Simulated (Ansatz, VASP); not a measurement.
**Two plane-wave programs on BAs**

```
CELL_PARAMETERS angstrom
3.23587 0.00000 0.00000
0.00000 3.23587 0.00000
0.00000 0.00000 3.23587
ATOMIC_POSITIONS crystal
B 0.00000 0.00000 0.00000
As 0.50000 0.50000 0.50000
```

Alike in both runs: functional LDA; k mesh 8 × 8 × 8; occupations fermi-dirac, width 0.05 eV; no spin polarisation.

|  | VASP | Ansatz |
| --- | --- | --- |
| version | VASP 6.6.1 | Ansatz 0.2.0 |
| potentials or method | VASP PAW LDA potentials, release 64 (B, As) | Ansatz PAW |
| plane-wave cutoff (eV) | 520 | 420 |
| valence electrons in the cell | 8 | 18 |
| task | single point | band structure |

|  | VASP | Ansatz | Ansatz less VASP |
| --- | --- | --- | --- |
| gap on the k mesh at the Fermi level (eV) | none | none | - |
| pressure (GPa) | -18.8 | -18.8 | -0.04 |

LDA's correlation is that of Perdew and Zunger in VASP and of Perdew and Wang (1992) in Ansatz. A gap of «none» marks a metal or a gap that the smearing closes. VASP's potentials hold 8 valence electrons a cell and Ansatz's 18, so a difference there can come from the potentials and not from the codes.
